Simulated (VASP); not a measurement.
# SiNi2 (P6_3/mmc) in VASP: a series of runs

Runs on SiNi2. Level: PBEsol. Tasks: single point.

Program: VASP 6.6.1. These are calculated values, not measurements. Logs are shortened: lines on timing, memory, paths and dates and some standing lists are left out, and cuts for length are marked.

**1. The cell of the first run**

Symmetry: P6_3/mmc, No. 194, hexagonal system. Conventional cell: a = 3.985 Å, b = 3.985 Å, c = 4.991 Å, α = 90.00°, β = 90.00°, γ = 120.00°. Si (site symmetry -6m2) has 11 Ni at 2.30 to 2.62 Å within 3.0 Å. Ni (site symmetry -3m) has 8 Ni at 2.50 to 2.62 Å and 6 Si at 2.62 Å within 3.3 Å. Within 3.0 Å of Ni (site symmetry -6m2) lie 5 Si at 2.30 to 2.50 Å and 6 Ni at 2.62 Å.

**2. Single point, PBEsol (strain +0.030 along x and y, +0.015 along z)**

File INCAR:

```
SYSTEM = SiNi2
PREC = Accurate
ENCUT = 520
EDIFF = 1E-6
ISMEAR = 0
SIGMA = 0.15
LREAL = .FALSE.
LASPH = .TRUE.
NELM = 60
ALGO = Fast
ISIF = 2
LWAVE = .FALSE.
LCHARG = .FALSE.
GGA = PS
NBANDS = 33
```

File KPOINTS:

```
regular mesh
0
G
  12 12 10
  0 0 0
```

File POSCAR:

```
SiNi2
1.0
    3.9845175335      0.0000000000      0.0000000000
   -1.9922587668      3.4506934059      0.0000000000
    0.0000000000      0.0000000000      4.9907400586
Si Ni
2 4
Direct
    0.3333333333      0.6666666667      0.7500000000
    0.6666666667      0.3333333333      0.2500000000
    0.0000000000      0.0000000000      0.0000000000
    0.0000000000      0.0000000000      0.5000000000
    0.3333333333      0.6666666667      0.2500000000
    0.6666666667      0.3333333333      0.7500000000
```

Potentials or basis: VASP PAW PBE potentials, release 64 (Si, Ni).

Command:

```console
cat potpaw_PBE.64/Si/POTCAR potpaw_PBE.64/Ni/POTCAR > POTCAR
mpirun -np 1 vasp_std > vasp.out
```

OUTCAR:

```text
SYSTEM = SiNi2
   PREC = Accurate
   ENCUT = 520
   EDIFF = 1E-6
   ISMEAR = 0
   LREAL = .FALSE.
   LASPH = .TRUE.
   NELM = 60
   ISIF = 2
   GGA = PS

 ion  position               nearest neighbor table
   1  0.333  0.667  0.750-   6 2.30   6 2.30   6 2.30   5 2.50   5 2.50   3 2.62   4 2.62   4 2.62
                             3 2.62   4 2.62   3 2.62
   2  0.667  0.333  0.250-   5 2.30   5 2.30   5 2.30   6 2.50   6 2.50   3 2.62   4 2.62   3 2.62
                             4 2.62   3 2.62   4 2.62
   3  0.000  0.000  0.000-   4 2.50   4 2.50   1 2.62   5 2.62   6 2.62   2 2.62   2 2.62   6 2.62
                             1 2.62   5 2.62   2 2.62   6 2.62   1 2.62   5 2.62
   4  0.000  0.000  0.500-   3 2.50   3 2.50   1 2.62   5 2.62   6 2.62   2 2.62   2 2.62   6 2.62
                             1 2.62   5 2.62   2 2.62   6 2.62   1 2.62   5 2.62
   5  0.333  0.667  0.250-   2 2.30   2 2.30   2 2.30   1 2.50   1 2.50   3 2.62   4 2.62   4 2.62
                             3 2.62   4 2.62   3 2.62
   6  0.667  0.333  0.750-   1 2.30   1 2.30   1 2.30   2 2.50   2 2.50   3 2.62   4 2.62   3 2.62
                             4 2.62   3 2.62   4 2.62

  LATTYP: Found a hexagonal cell.
 ALAT       =     3.9845175335
 C/A-ratio  =     1.2525330901

  Lattice vectors:

 A1 = (   3.9845175335,   0.0000000000,   0.0000000000)
 A2 = (  -1.9922587668,   3.4506934059,   0.0000000000)
 A3 = (   0.0000000000,   0.0000000000,   4.9907400586)

Analysis of symmetry for initial positions (statically):
=====================================================================
 Subroutine PRICEL returns:
 Original cell was already a primitive cell.

 Routine SETGRP: Setting up the symmetry group for a
 hexagonal supercell.

 Subroutine GETGRP returns: Found 24 space group operations
 (whereof 12 operations were pure point group operations)
 out of a pool of 24 trial point group operations.

The static configuration has the point symmetry D_3d.
 The point group associated with its full space group is D_6h.

Analysis of symmetry for dynamics (positions and initial velocities):
=====================================================================
 Subroutine PRICEL returns:
 Original cell was already a primitive cell.

 Routine SETGRP: Setting up the symmetry group for a
 hexagonal supercell.

 Subroutine GETGRP returns: Found 24 space group operations
 (whereof 12 operations were pure point group operations)
 out of a pool of 24 trial point group operations.

The dynamic configuration has the point symmetry D_3d.
 The point group associated with its full space group is D_6h.

 Subroutine INISYM returns: Found 24 space group operations
 (whereof 12 operations are pure point group operations),
 and found     1 'primitive' translations

----------------------------------------------------------------------------------------

                                     Primitive cell

  volume of cell :      68.6194

  direct lattice vectors                    reciprocal lattice vectors
     3.984517534  0.000000000  0.000000000     0.250971414  0.144898414  0.000000000
    -1.992258767  3.450693406  0.000000000     0.000000000  0.289796827  0.000000000
     0.000000000  0.000000000  4.990740059     0.000000000  0.000000000  0.200371085

  length of vectors
     3.984517534  3.984517534  4.990740059     0.289796827  0.289796827  0.200371085

  position of ions in fractional coordinates (direct lattice)
     0.333333333  0.666666667  0.750000000
     0.666666667  0.333333333  0.250000000
     0.000000000  0.000000000  0.000000000
     0.000000000  0.000000000  0.500000000
     0.333333333  0.666666667  0.250000000
     0.666666667  0.333333333  0.750000000

  ion indices of the primitive-cell ions
   primitive index   ion index
                 1           1
                 2           2
                 3           3
                 4           4
                 5           5
                 6           6

----------------------------------------------------------------------------------------

 KPOINTS: regular mesh

Automatic generation of k-mesh.
 Grid dimensions read from file:
 generate k-points for:   12   12   10

 Generating k-lattice:

  Cartesian coordinates                     Fractional coordinates (reciprocal lattice)
     0.020914285  0.012074868  0.000000000     0.083333333  0.000000000  0.000000000
     0.000000000  0.024149736  0.000000000     0.000000000  0.083333333  0.000000000
     0.000000000  0.000000000  0.020037108     0.000000000  0.000000000  0.100000000

  Length of vectors
     0.024149736  0.024149736  0.020037108

  Shift w.r.t. Gamma in fractional coordinates (k-lattice)
     0.000000000  0.000000000  0.000000000

 Subroutine IBZKPT returns following result:
 ===========================================

 Found    114 irreducible k-points:

 Following reciprocal coordinates:
            Coordinates               Weight
  0.000000  0.000000  0.000000      1.000000
  0.083333 -0.000000  0.000000      6.000000
  0.166667 -0.000000  0.000000      6.000000
  0.250000  0.000000  0.000000      6.000000
  0.333333  0.000000  0.000000      6.000000
  0.416667  0.000000  0.000000      6.000000
[... 16 lines left out ...]
  0.250000  0.000000  0.100000     12.000000
  0.333333  0.000000  0.100000     12.000000
 [... further k-points ...]
   k-points           NKPTS =    114   k-points in BZ     NKDIM =    114   number of bands    NBANDS=     33
   number of dos      NEDOS =    301   number of ions     NIONS =      6
   total plane-waves  NPLWV =  36000
   dimension x,y,z NGX =    30 NGY =   30 NGZ =   40
   dimension x,y,z NGXF=    60 NGYF=   60 NGZF=   80
   ions per type =               2   4
   NGX,Y,Z   is equivalent  to a cutoff of  12.52, 12.52, 13.32 a.u.
   NGXF,Y,Z  is equivalent  to a cutoff of  25.03, 25.03, 26.65 a.u.
 SYSTEM =  SiNi2
   PREC   = accura    normal or accurate (medium, high low for compatibility)
   ISTART =      0    job   : 0-new  1-cont  2-samecut
   ICHARG =      2    charge: 1-file 2-atom 10-const
   ISPIN  =      1    spin polarized calculation?
   LNONCOLLINEAR =      F non collinear calculations
   LSORBIT =      F    spin-orbit coupling
   LASPH  =      T    aspherical Exc in radial PAW
   ENCUT  =  520.0 eV  38.22 Ry    6.18 a.u.   7.41  7.41  9.28*2*pi/ulx,y,z
   NELM   =     60;   NELMIN=  2; NELMDL= -5     # of ELM steps
   EDIFF  = 0.1E-05   stopping-criterion for ELM
   LREAL  =      F    real-space projection
   EDIFFG = 0.1E-04   stopping-criterion for IOM
   NSW    =      0    number of steps for IOM
   IBRION =     -1    ionic relax: 0-MD 1-quasi-New 2-CG
   NFREE  =      0    steps in history (QN), initial steepest desc. (CG)
   ISIF   =      2    stress and relaxation
   ISYM   =      2    0-nonsym 1-usesym 2-fastsym
   POTIM  = 0.5000    time-step for ionic-motion
   TEBEG  =    0.0;   TEEND  =   0.0 temperature during run
   PSTRESS=    0.0 pullay stress
   NELECT =      48.0000    total number of electrons
   NUPDOWN=      -1.0000    fix difference up-down
   EMIN   =  10.00;   EMAX   =-10.00  energy-range for DOS
   EFERMI =   0.00;   METHOD = LEGACY
   ISMEAR =     0;   SIGMA  =   0.15  broadening in eV -4-tet -1-fermi 0-gaus
   EFERMI_NEDOS =   21; number of points for ismear=-14 and -15
   IALGO  =     68    algorithm
   IMIX   =      4    mixing-type and parameters
     AMIX     =   0.40;   BMIX     =  1.00
     AMIX_MAG =   1.60;   BMIX_MAG =  1.00
  volume/ion in A,a.u.               =      11.44        77.18
  Fermi-wavevector in a.u.,A,eV,Ry     =   1.453247  2.746239 28.734525  2.111928
  Thomas-Fermi vector in A             =   2.570536
   LORBIT       =      0    0 simple, 1 ext, 2 COOP (PROOUT), +10 PAW based schemes
   GGA     = PS    functional components
   LHFCALC =     F    Hartree Fock is set to
   AEXX    =    0.0000 exact exchange contribution
   IVDW    =     0    specifies the selected vdW correction
   LEPSILON=     F    determine dielectric tensor
   LRPA    =     F    only Hartree local field effects (RPA)
 non-spin polarized calculation
 RMM-DIIS sequential band-by-band and
 Gauss-broadening in eV      SIGMA  =   0.15
  energy-cutoff  :      520.00
  volume of cell :       68.62
 maximum number of plane-waves:      1879
 NGX is ok and might be reduce to    30
   NGX = 15   NGY = 15   NGZ = 19

 number of electron      48.0000004 magnetization

 Free energy of the ion-electron system (eV)
  ---------------------------------------------------
  ext. energy  EPLUGINS =         0.00000000
  ---------------------------------------------------
  free energy    TOTEN  =       -39.33061903 eV

  energy without entropy =      -39.28824367  energy(sigma->0) =      -39.30943135

 E-fermi :  10.2925     XC(G=0): -12.8243

 val. band max:       10.2867175229   @ k =   0.3333   0.2500   0.1000
 cond. band min:      10.2959051852   @ k =   0.2500   0.0000   0.4000
 fundamental gap:      0.0091876622
 Fermi energy:        10.2924986861

 k-point     1 :       0.0000    0.0000    0.0000
  band No.  band energies     occupation
      1      -1.9018      2.00000
      2       2.4031      2.00000
      3       4.2156      2.00000
      4       5.5434      2.00000
      5       5.5434      2.00000
      6       6.6262      2.00000
[... 25 lines left out ...]
     32      15.2412      0.00000
     33      18.4402      0.00000

 k-point     2 :       0.0833   -0.0000    0.0000
  band No.  band energies     occupation
      1      -1.8170      2.00000
      2       2.4157      2.00000
      3       4.2763      2.00000
      4       5.5225      2.00000
      5       5.5852      2.00000
      6       6.3193      2.00000
[... 25 lines left out ...]
     32      15.7859      0.00000
     33      17.8357      0.00000
[... 754 lines left out ...]
     32      16.5949      0.00000
     33      17.4939      0.00000

 k-point    24 :       0.3333    0.0000    0.1000
  band No.  band energies     occupation
      1      -0.5506      2.00000
      2       2.1419      2.00000
      3       4.1550      2.00000
      4       5.0552      2.00000
      5       6.0041      2.00000
      6       6.1690      2.00000
[... 25 lines left out ...]
     32      17.0080      0.00000
     33      18.1050      0.00000

 [... further k-points ...]

------------------------ aborting loop because EDIFF is reached ----------------------------------------

  FORCE on cell =-STRESS in cart. coord.  units (eV):
  Direction    XX          YY          ZZ          XY          YZ          ZX
  --------------------------------------------------------------------------------------
  -------------------------------------------------------------------------------------
  Total       -6.8049821     -6.8049821     -4.5572163      0.0000000      0.0000000      0.0000000
  in kB     -158.8877825   -158.8877825   -106.4052749      0.0000000      0.0000000      0.0000000
  external PRESSURE =    -141.3936133 kB  Pullay stress =       0.0000000 kB

 VOLUME and BASIS-vectors are now :
 -----------------------------------------------------------------------------
  energy-cutoff  :      520.00
  volume of cell :       68.62
      direct lattice vectors                 reciprocal lattice vectors
     3.984517534  0.000000000  0.000000000     0.250971414  0.144898414  0.000000000
    -1.992258767  3.450693406  0.000000000     0.000000000  0.289796827  0.000000000
     0.000000000  0.000000000  4.990740059     0.000000000  0.000000000  0.200371085

 POSITION                                       TOTAL-FORCE (eV/Angst)
 -----------------------------------------------------------------------------------
     -0.00000      2.30046      3.74306         0.000000      0.000000      0.000000
      1.99226      1.15023      1.24769         0.000000     -0.000000      0.000000
      0.00000      0.00000      0.00000        -0.000000      0.000000      0.000000
      0.00000      0.00000      2.49537        -0.000000      0.000000      0.000000
     -0.00000      2.30046      1.24769        -0.000000      0.000000      0.000000
      1.99226      1.15023      3.74306         0.000000      0.000000      0.000000
 -----------------------------------------------------------------------------------
    total drift:                                0.000000     -0.000000      0.000000

  FREE ENERGIE OF THE ION-ELECTRON SYSTEM (eV)
  ---------------------------------------------------
  free  energy   TOTEN  =       -39.3306190264 eV

  energy  without entropy=      -39.2882436673  energy(sigma->0) =      -39.30943135
```

It took 2.4 min on 1 thread of Intel Xeon 6975P-C (Granite Rapids), shared host; peak memory 0.32 GiB.

What came out:

| Property | Result |
| --- | --- |
| Free energy | -39.3306 eV |
| Pressure | -14.1 GPa |
| Band gap on the k mesh | zero (band 24 reaches 12.63 eV, above the bottom of band 25 at 9.76 eV) |

Levels at points of the mesh, in eV from the Fermi level:
```csv
k point,band 21,band 22,band 23,band 24,band 25,band 26,band 27,band 28
"(0.00, 0.00, 0.00)",-0.60,-0.60,0.16,2.30,2.57,2.57,2.59,2.59
"(0.50, 0.00, 0.00)",-1.18,-1.14,-0.94,-0.64,-0.50,0.99,1.71,2.68
"(0.00, 0.00, 0.50)",-1.16,-1.16,1.86,1.86,3.07,3.07,3.07,3.07
"(0.50, 0.00, 0.50)",-1.18,-1.18,-0.84,-0.84,0.89,0.89,2.58,2.58
```

Caveat: the cell differs from its parent crystal (strain +0.030 along x and y, +0.015 along z); the PAW data sets were made with another functional, which shifts forces and pressure a little.

**3. Single point, PBEsol (strain +0.030 along x and y, +0.030 along z)**

File INCAR:

```
  PREC = Accurate
  ENCUT = 520
  EDIFF = 1E-6
  ISMEAR = 0
  SIGMA = 0.15
  LREAL = F
  LASPH = T
  NELM = 60
  ALGO = Fast
  ISIF = 2
  LWAVE = F
  LCHARG = F
  GGA = PS
  NBANDS = 33
```

File KPOINTS:

```
regular mesh
0
Gamma
  12 12 10
```

Edit POSCAR of step 2 so:

```diff
@@ -4,3 +4,3 @@
    -1.9922587668      3.4506934059      0.0000000000
-    0.0000000000      0.0000000000      4.9907400586
+    0.0000000000      0.0000000000      5.0644948378
 Si Ni
```

Potentials or basis: VASP PAW PBE potentials, release 64 (Si, Ni).

Command:

```console
cat potpaw_PBE.64/Si/POTCAR potpaw_PBE.64/Ni/POTCAR > POTCAR
mpirun -np 1 vasp_std > vasp.out
```

Run time: 2.4 min. Hardware: 1 thread of Intel Xeon 6975P-C (Granite Rapids), shared host; peak memory 0.32 GiB.

The run converged. Its results:

```
Free energy            : -39.2503 eV
Pressure               : -16.1 GPa
Band gap on the k mesh : zero (band 24 reaches 12.47 eV, above the bottom of band 25 at 9.53 eV)
```

Stress tensor (GPa, compression positive):
```
-16.96   0.00   0.00
  0.00 -16.96   0.00
  0.00   0.00 -14.52
```

Levels at points of the mesh, in eV from the Fermi level:
```tsv
k point	band 20	band 21	band 22	band 23	band 24	band 25	band 26	band 27	band 28	band 29
(0.00, 0.00, 0.00)	-1.16	-0.58	-0.58	0.11	2.34	2.63	2.63	2.64	2.64	3.08
(0.50, 0.00, 0.00)	-1.35	-1.20	-1.11	-0.92	-0.63	-0.51	0.92	1.70	2.71	3.41
(0.00, 0.00, 0.50)	-1.14	-1.14	-1.14	1.82	1.82	3.08	3.08	3.08	3.08	4.02
(0.50, 0.00, 0.50)	-1.51	-1.15	-1.15	-0.84	-0.84	0.88	0.88	2.59	2.59	5.47
```

Caveat: the cell differs from its parent crystal (strain +0.030 along x and y, +0.030 along z); the PAW data sets were made with another functional, which shifts forces and pressure a little.
